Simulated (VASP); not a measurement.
**Ge: single point with revPBE**

The system is Ge.

```
Ge
1.0
     1.39715   -2.60052    0.00000
     1.39715    2.60052    0.00000
     0.00000    0.00000    2.69823
Ge
1
Cartesian
  1.3971 0.0000 0.0000
```

| Quantity | Value |
| --- | --- |
| Program | VASP 6.6.1 |
| Task | single point |
| Functional | revPBE |
| Potentials or basis | VASP PAW PBE potentials, release 64 (Ge_d) |
| Cutoff | 520 eV |
| k mesh | 11 × 11 × 10 |
| Occupations | fermi-dirac, width 0.05 eV |
| Spin | no spin polarisation |
| Dipole correction | no |
| Further INCAR settings | ALGO = Normal; EDIFF = 1e-07; NBANDS = 13 |

The pressure is 0.6 GPa and the band gap on the k mesh is zero (band 7 reaches 12.99 eV, above the bottom of band 8 at 3.89 eV).

Stress tensor (GPa, compression positive):
```
 2.10  0.00  0.00
 0.00 -1.42  0.00
 0.00  0.00  0.99
```

Levels at points of the mesh, in eV from the Fermi level:
| k point | band 4 | band 5 | band 6 | band 7 | band 8 | band 9 | band 10 | band 11 |
| --- | --- | --- | --- | --- | --- | --- | --- | --- |
| (0.00, 0.00, 0.00) | -24.55 | -24.53 | -12.83 | 6.71 | 7.19 | 8.71 | 10.14 | 12.50 |
| (0.00, 0.00, 0.50) | -24.59 | -24.56 | -9.05 | -5.66 | 10.04 | 11.56 | 16.01 | 16.15 |

It took 38 s on 1 thread of AMD EPYC 9R45 (Zen 5), on a shared host, peak memory 0.14 GiB.

Caveat: the PAW data sets were made with another functional, which shifts forces and pressure a little.
